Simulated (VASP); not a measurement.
Runs of VASP 6.6.1 on V. The structure is that of space group Im-3m (No. 229), or close to it. The cells are those of the table. 

```csv
cell,gap on the mesh (eV),pressure (GPa)
"a = 2.699 Å, angles 109.5°, 1 atom",none,-22.5
"a = 2.608 Å, angles 109.1, 109.1, 110.3°, 1 atom",none,-9.0
"a = 2.594 Å, angles 109.9, 109.9, 108.7°, 1 atom",none,-6.6
"a = 2.634 Å, angles 109.9, 109.9, 108.7°, 1 atom",none,-13.6
"a = 2.595 Å, angles 111.1, 111.1, 106.2°, 1 atom",none,(b)
"a = 2.621 Å, angles 110.7, 110.7, 107.0°, 1 atom",none,-11.2
"a = 2.581 Å, angles 109.5°, 1 atom",none,(a)
"a = 2.595 Å, angles 108.7, 108.7, 111.1°, 1 atom",none,-6.5
```

Alike in all rows: task single point; level PBEsol; potentials or basis VASP PAW PBE potentials, release 64 (V_sv); no spin polarisation; k mesh 22 × 22 × 22; cutoff (eV) 520; smearing gaussian 0.15 eV.

Problem. Fill in the values left out.

Solution. (a) -3.9; (b) -6.0.

Caveats: the PAW data sets were made with another functional, which shifts forces and pressure a little.

A gap of «none» marks levels without a gap at the run's occupations.
